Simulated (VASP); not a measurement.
# Sc in VASP: single point with PBEsol+D3(BJ)

Aim: the single point of Sc with PBEsol+D3(BJ).

All numbers are computed with VASP 6.6.1; they aren't measurements. Logs are shortened: lines on timing, memory, paths and dates and some standing lists are left out, and cuts for length are marked.

## (1) The cell of the first run

The cell holds a slab with vacuum, 4 atoms: a = 3.124 Å, b = 3.124 Å, c = 27.551 Å, α = 90.00°, β = 90.00°, γ = 120.00°.

## (2) Single point, PBEsol+D3(BJ)

INCAR reads:

```
PREC = Accurate
ENCUT = 400
EDIFF = 1E-6
ISMEAR = 1
SIGMA = 0.1
LREAL = F
LASPH = T
NELM = 120
ALGO = Normal
ISIF = 2
LWAVE = F
LCHARG = F
LDIPOL = T
IDIPOL = 3
DIPOL = 0.5 0.5 0.393
GGA = PS
IVDW = 12
NBANDS = 30
GGA_COMPAT = F
NELMDL = -8
```

KPOINTS reads:

```
regular mesh
0
Gamma
  18 18 1
```

POSCAR reads:

```
Sc
1.0
    3.1236330269      0.0000000000      0.0000000000
   -1.5618165135      2.7051455534      0.0000000000
    0.0000000000      0.0000000000     27.5513438792
Sc
4
Direct
    0.6666666667      0.3333333333      0.2540710911
    0.3333333333      0.6666666667      0.3463805702
    0.6666666667      0.3333333333      0.4392886957
    0.3333333333      0.6666666667      0.5315178373
```

Potentials or basis: VASP PAW PBE potentials, release 64 (Sc_sv).

Run with:

```
> cat potpaw_PBE.64/Sc_sv/POTCAR > POTCAR
> mpirun -np 1 vasp_std > vasp.out
```

OUTCAR:

```text
PREC = Accurate
   ENCUT = 400
   EDIFF = 1E-6
   ISMEAR = 1
   LREAL = F
   LASPH = T
   NELM = 120
   ISIF = 2
   GGA = PS
   IVDW = 12
   NELMDL = -8
 IVDW          = 12

 ion  position               nearest neighbor table
   1  0.667  0.333  0.254-   2 3.12   2 3.12   2 3.12
   2  0.333  0.667  0.346-   1 3.12   1 3.12   1 3.12   3 3.13   3 3.13   3 3.13
   3  0.667  0.333  0.439-   4 3.12   4 3.12   4 3.12   2 3.13   2 3.13   2 3.13
   4  0.333  0.667  0.532-   3 3.12   3 3.12   3 3.12

  LATTYP: Found a hexagonal cell.
 ALAT       =     3.1236330269
 C/A-ratio  =     8.8202883123

  Lattice vectors:

 A1 = (   3.1236330269,   0.0000000000,   0.0000000000)
 A2 = (  -1.5618165135,   2.7051455534,   0.0000000000)
 A3 = (   0.0000000000,   0.0000000000,  27.5513438792)

Analysis of symmetry for initial positions (statically):
=====================================================================
 Subroutine PRICEL returns:
 Original cell was already a primitive cell.

 Routine SETGRP: Setting up the symmetry group for a
 hexagonal supercell.

 Subroutine GETGRP returns: Found  6 space group operations
 (whereof  6 operations were pure point group operations)
 out of a pool of 24 trial point group operations.

The static configuration has the point symmetry C_3v.

Analysis of symmetry for dynamics (positions and initial velocities):
=====================================================================
 Subroutine PRICEL returns:
 Original cell was already a primitive cell.

 Routine SETGRP: Setting up the symmetry group for a
 hexagonal supercell.

 Subroutine GETGRP returns: Found  6 space group operations
 (whereof  6 operations were pure point group operations)
 out of a pool of 24 trial point group operations.

The dynamic configuration has the point symmetry C_3v.

 Subroutine INISYM returns: Found  6 space group operations
 (whereof  6 operations are pure point group operations),
 and found     1 'primitive' translations

----------------------------------------------------------------------------------------

                                     Primitive cell

  volume of cell :     232.8056

  direct lattice vectors                    reciprocal lattice vectors
     3.123633027  0.000000000  0.000000000     0.320140039  0.184832938  0.000000000
    -1.561816513  2.705145553  0.000000000     0.000000000  0.369665876  0.000000000
     0.000000000  0.000000000 27.551343879     0.000000000  0.000000000  0.036295870

  length of vectors
     3.123633027  3.123633027 27.551343879     0.369665876  0.369665876  0.036295870

  position of ions in fractional coordinates (direct lattice)
     0.666666667  0.333333333  0.254071091
     0.333333333  0.666666667  0.346380570
     0.666666667  0.333333333  0.439288696
     0.333333333  0.666666667  0.531517837

  ion indices of the primitive-cell ions
   primitive index   ion index
                 1           1
                 2           2
                 3           3
                 4           4

----------------------------------------------------------------------------------------

 KPOINTS: regular mesh

Automatic generation of k-mesh.
 Grid dimensions read from file:
 generate k-points for:   18   18    1

 Generating k-lattice:

  Cartesian coordinates                     Fractional coordinates (reciprocal lattice)
     0.017785558  0.010268497  0.000000000     0.055555556  0.000000000  0.000000000
     0.000000000  0.020536993  0.000000000     0.000000000  0.055555556  0.000000000
     0.000000000  0.000000000  0.036295870     0.000000000  0.000000000  1.000000000

  Length of vectors
     0.020536993  0.020536993  0.036295870

  Shift w.r.t. Gamma in fractional coordinates (k-lattice)
     0.000000000  0.000000000  0.000000000

 Subroutine IBZKPT returns following result:
 ===========================================

 Found     37 irreducible k-points:

 Following reciprocal coordinates:
            Coordinates               Weight
  0.000000  0.000000  0.000000      1.000000
  0.055556 -0.000000  0.000000      6.000000
  0.111111 -0.000000  0.000000      6.000000
  0.166667  0.000000  0.000000      6.000000
  0.222222  0.000000  0.000000      6.000000
  0.277778  0.000000  0.000000      6.000000
[... 16 lines left out ...]
  0.333333  0.111111  0.000000     12.000000
  0.388889  0.111111  0.000000     12.000000
 [... further k-points ...]
   k-points           NKPTS =     37   k-points in BZ     NKDIM =     37   number of bands    NBANDS=     30
   number of dos      NEDOS =    301   number of ions     NIONS =      4
   total plane-waves  NPLWV =  72000
   dimension x,y,z NGX =    20 NGY =   20 NGZ =  180
   dimension x,y,z NGXF=    40 NGYF=   40 NGZF=  360
   ions per type =               4
   NGX,Y,Z   is equivalent  to a cutoff of  10.64, 10.64, 10.86 a.u.
   NGXF,Y,Z  is equivalent  to a cutoff of  21.29, 21.29, 21.72 a.u.
 SYSTEM =  unknown system
   PREC   = accura    normal or accurate (medium, high low for compatibility)
   ISTART =      0    job   : 0-new  1-cont  2-samecut
   ICHARG =      2    charge: 1-file 2-atom 10-const
   ISPIN  =      1    spin polarized calculation?
   LNONCOLLINEAR =      F non collinear calculations
   LSORBIT =      F    spin-orbit coupling
   LASPH  =      T    aspherical Exc in radial PAW
   ENCUT  =  400.0 eV  29.40 Ry    5.42 a.u.   5.09  5.09 44.93*2*pi/ulx,y,z
   NELM   =    120;   NELMIN=  2; NELMDL= -8     # of ELM steps
   EDIFF  = 0.1E-05   stopping-criterion for ELM
   LREAL  =      F    real-space projection
   EDIFFG = 0.1E-04   stopping-criterion for IOM
   NSW    =      0    number of steps for IOM
   IBRION =     -1    ionic relax: 0-MD 1-quasi-New 2-CG
   NFREE  =      0    steps in history (QN), initial steepest desc. (CG)
   ISIF   =      2    stress and relaxation
   ISYM   =      2    0-nonsym 1-usesym 2-fastsym
   POTIM  = 0.5000    time-step for ionic-motion
   TEBEG  =    0.0;   TEEND  =   0.0 temperature during run
   PSTRESS=    0.0 pullay stress
   NELECT =      44.0000    total number of electrons
   NUPDOWN=      -1.0000    fix difference up-down
   EMIN   =  10.00;   EMAX   =-10.00  energy-range for DOS
   EFERMI =   0.00;   METHOD = LEGACY
   ISMEAR =     1;   SIGMA  =   0.10  broadening in eV -4-tet -1-fermi 0-gaus
   EFERMI_NEDOS =   21; number of points for ismear=-14 and -15
   IALGO  =     38    algorithm
   IMIX   =      4    mixing-type and parameters
     AMIX     =   0.40;   BMIX     =  1.00
     AMIX_MAG =   1.60;   BMIX_MAG =  1.00
  volume/ion in A,a.u.               =      58.20       392.76
  Fermi-wavevector in a.u.,A,eV,Ry     =   0.939495  1.775389 12.009200  0.882651
  Thomas-Fermi vector in A             =   2.066813
   LORBIT       =      0    0 simple, 1 ext, 2 COOP (PROOUT), +10 PAW based schemes
   GGA     = PS    functional components
   LHFCALC =     F    Hartree Fock is set to
   AEXX    =    0.0000 exact exchange contribution
   IVDW    =    12    specifies the selected vdW correction
   LEPSILON=     F    determine dielectric tensor
   LRPA    =     F    only Hartree local field effects (RPA)
 non-spin polarized calculation
 Methfessel and Paxton  Order N= 1 SIGMA  =   0.10
  energy-cutoff  :      400.00
  volume of cell :      232.81
 maximum number of plane-waves:      4257
   NGX = 11   NGY = 11   NGZ = 89

 dipolmoment           0.000000      0.000000      0.000033 electrons x Angstroem

 number of electron      43.9999991 magnetization

 dipolmoment           0.000000      0.000000     -0.000107 electrons x Angstroem

 Free energy of the ion-electron system (eV)
  ---------------------------------------------------
  ext. energy  EPLUGINS =         0.00000000
  ---------------------------------------------------
  free energy    TOTEN  =       -24.71306928 eV

  energy without entropy =      -24.70707225  energy(sigma->0) =      -24.71107027

 E-fermi :  -0.5715     XC(G=0):  -4.6425

 val. band max:       -0.5824740562   @ k =   0.3889   0.2222   0.0000
 cond. band min:      -0.5619111176   @ k =   0.1667   0.0556   0.0000
 fundamental gap:      0.0205629386
 Fermi energy:        -0.5714718253

 k-point     1 :       0.0000    0.0000    0.0000
  band No.  band energies     occupation
      1     -49.8421      2.00000
      2     -49.8400      2.00000
      3     -49.3268      2.00000
      4     -49.2749      2.00000
      5     -28.6830      2.00000
      6     -28.6638      2.00000
[... 22 lines left out ...]
     29       1.0521     -0.00000
     30       1.2622     -0.00000

 k-point     2 :       0.0556   -0.0000    0.0000
  band No.  band energies     occupation
      1     -49.8400      2.00000
      2     -49.8379      2.00000
      3     -49.3244      2.00000
      4     -49.2732      2.00000
      5     -28.6796      2.00000
      6     -28.6613      2.00000
[... 22 lines left out ...]
     29       1.1082     -0.00000
     30       1.2123     -0.00000

 k-point     3 :       0.1111   -0.0000    0.0000
  band No.  band energies     occupation
      1     -49.8339      2.00000
      2     -49.8318      2.00000
      3     -49.3173      2.00000
      4     -49.2682      2.00000
      5     -28.6698      2.00000
      6     -28.6541      2.00000
[... 22 lines left out ...]
     29       1.2056     -0.00000
     30       1.2774     -0.00000

 k-point     4 :       0.1667    0.0000    0.0000
  band No.  band energies     occupation
      1     -49.8245      2.00000
      2     -49.8224      2.00000
      3     -49.3065      2.00000
      4     -49.2607      2.00000
      5     -28.6549      2.00000
      6     -28.6434      2.00000
[... 616 lines left out ...]
     29       1.3366     -0.00000
     30       1.6153      0.00000

 k-point    23 :       0.3333    0.1111    0.0000
  band No.  band energies     occupation
      1     -49.7770      2.00000
      2     -49.7749      2.00000
      3     -49.2482      2.00000
      4     -49.2260      2.00000
      5     -28.7275      2.00000
      6     -28.7246      2.00000
[... 22 lines left out ...]
     29       1.1866     -0.00000
     30       1.5770      0.00000

 k-point    24 :       0.3889    0.1111    0.0000
  band No.  band energies     occupation
      1     -49.7712      2.00000
      2     -49.7691      2.00000
      3     -49.2400      2.00000
      4     -49.2228      2.00000
      5     -28.7616      2.00000
      6     -28.7588      2.00000
[... 22 lines left out ...]
     29       1.1124     -0.00000
     30       1.6023      0.00000

 [... further k-points ...]

------------------------ aborting loop because EDIFF is reached ----------------------------------------

 vacuum level on the upper side and lower side of the slab       (xc-potential included)        -0.290        -0.284

 Edisp (eV)   -1.32297

 E8    (eV) :    -0.9602

  FORCE on cell =-STRESS in cart. coord.  units (eV):
  Direction    XX          YY          ZZ          XY          YZ          ZX
  --------------------------------------------------------------------------------------
  -------------------------------------------------------------------------------------
  Total       1.39029     1.39029     0.04400    -0.00000     0.00000    -0.00000
  in kB       9.56802     9.56802     0.30279    -0.00000     0.00000    -0.00000
  external pressure =        6.48 kB  Pullay stress =        0.00 kB

 VOLUME and BASIS-vectors are now :
 -----------------------------------------------------------------------------
  energy-cutoff  :      400.00
  volume of cell :      232.81
      direct lattice vectors                 reciprocal lattice vectors
     3.123633027  0.000000000  0.000000000     0.320140039  0.184832938  0.000000000
    -1.561816513  2.705145553  0.000000000     0.000000000  0.369665876  0.000000000
     0.000000000  0.000000000 27.551343879     0.000000000  0.000000000  0.036295870

 POSITION                                       TOTAL-FORCE (eV/Angst)
 -----------------------------------------------------------------------------------
      1.56182      0.90172      7.00000        -0.000000      0.000000      0.001322
     -0.00000      1.80343      9.54325         0.000000     -0.000000     -0.048841
      1.56182      0.90172     12.10299        -0.000000      0.000000      0.044848
     -0.00000      1.80343     14.64403        -0.000000      0.000000      0.002672
 -----------------------------------------------------------------------------------
    total drift:                                0.000000      0.000000     -0.000227

  FREE ENERGIE OF THE ION-ELECTRON SYSTEM (eV)
  ---------------------------------------------------
  free  energy   TOTEN  =       -26.0360358126 eV

  energy  without entropy=      -26.0300387848  energy(sigma->0) =      -26.03403680

 vacuum level on the upper side and lower side of the slab         2.906         2.911
```

Run time: 6.6 min. Hardware: 1 thread of AMD EPYC 7R43 (Zen 3), shared host; peak memory 0.3 GiB.

What came out:

* Free energy: -26.0360 eV
* Largest force: 0.049 eV/Å
* Band gap on the k mesh: zero (band 22 reaches -0.47 eV, above the bottom of band 23 at -0.66 eV)
* Dispersion energy per atom: -0.331 eV

Forces in eV/Å, atoms in the order of the input:
```
Sc   0.000  0.000  0.001
Sc   0.000  0.000 -0.049
Sc   0.000  0.000  0.045
Sc   0.000  0.000  0.003
```

Caveat: the PAW data sets were made with another functional, which shifts forces and pressure a little.
